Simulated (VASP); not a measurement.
**WS2: electric field gradients with PBEsol**

The system is WS2.

```
W S
1.0
     1.61058    0.92987    6.16333
    -1.61058    0.92987    6.16333
     0.00000   -1.85974    6.16333
W S
1 2
Direct
  0.00000 0.00000 0.00000
  0.75030 0.75030 0.75030
  0.58100 0.58100 0.58100
```

This cell differs from its parent crystal: equal xx and yy strain of +2 %.

| Item | Value |
| --- | --- |
| Program | VASP 6.6.1 |
| Task | electric field gradients |
| Functional | PBEsol |
| Potentials or basis | VASP PAW PBE potentials, release 64 (W_sv, S) |
| Cutoff | 520 eV |
| k mesh | 15 × 15 × 15 |
| Occupations | fermi-dirac, width 0.03 eV |
| Spin | no spin polarisation |
| Dipole correction | no |
| Further INCAR settings | ALGO = Normal; EDIFF = 1e-08; NBANDS = 20 |

```
Pressure                                : -6.4 GPa
Largest force                           : 0.744 eV/Å
Band gap on the k mesh                  : 0.94 eV (least direct gap 1.68 eV)
Largest electric field gradient by atom : W -155.2; S -50.1, -42.8 V/Å²
```

Forces in eV/Å, atoms in the order of the input:
```
W    0.000  0.000 -0.548
S    0.000  0.000 -0.197
S    0.000  0.000  0.744
```

Stress tensor (GPa, compression positive):
```
-7.69  0.00  0.00
 0.00 -7.69  0.00
 0.00  0.00 -3.83
```

Levels at points of the mesh, in eV from the valence-band top:
```
           k point  band 9  band 10  band 11  band 12  band 13  band 14  band 15  band 16  band 17  band 18
(0.00, 0.00, 0.00)   -3.59    -2.41    -2.41    -1.47    -1.08     1.97     1.97     2.34     2.34     4.23
```

Electric field gradients, principal values (V/Å²):
```tsv
atom	least	middle	greatest (by size)
1 W	77.617	77.617	-155.235
2 S	25.071	25.071	-50.142
3 S	21.410	21.410	-42.820
```

Wall time 13 min on 1 thread of Intel(R) Xeon(R) Platinum 8259CL CPU @ 2.50GHz (Skylake/Cascade Lake) (shared host), peak memory 0.57 GiB.

Caveat: the cell differs from its parent crystal (equal xx and yy strain of +2 %); the cell stands under tension; without QUAD_EFG the Cq values of the log hold for a quadrupole moment of 1 mb, not for the nuclei; the PAW data sets were made with another functional, which shifts forces and pressure a little; spin-orbit coupling is left out, which moves the levels of the heavy elements; an odd mesh through Γ misses points on the zone boundary, where band edges can lie.
